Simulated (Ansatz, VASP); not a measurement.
## CdSe in VASP and in Ansatz

```xyz
2
Lattice="0.0000 3.1065 3.1065 3.1065 0.0000 3.1065 2.8712 2.8712 0.2353" Properties=species:S:1:pos:R:3 pbc="T T T"
Cd    0.0000    0.0000    0.0000
Se    4.4832    4.4832    4.8361
```

Alike in both runs: task single point; functional PBE; k mesh 10 × 10 × 10; occupations gaussian, width 0.05 eV; no spin polarisation.

|  | VASP | Ansatz |
| --- | --- | --- |
| version | VASP 6.6.1 | Ansatz 0.2.0 |
| potentials or method | VASP PAW PBE potentials, release 64 (Cd, Se), cutoff 520 eV | scalar-relativistic, plane waves, PAW |
| valence electrons in the cell | 18 | 36 |

|  | VASP | Ansatz | Ansatz less VASP |
| --- | --- | --- | --- |
| gap on the k mesh at the Fermi level (eV) | 0.70 | 0.70 | -0.001 |
| least direct gap on the mesh (eV) | 0.70 | 0.70 | -0.001 |
| pressure (GPa) | 8.7 | 8.3 | -0.47 |
| traceless stress, the component that is largest in VASP (GPa) | 5.89 | 5.75 | -0.140 |
| rms of the force components (eV/Å) | 1.078 | 1.044 | -0.0340 |

Atom by atom the forces differ by 0.034 eV/Å (rms over components). VASP's potentials hold 18 valence electrons a cell and Ansatz's 36, so a difference there can come from the potentials and not from the codes.
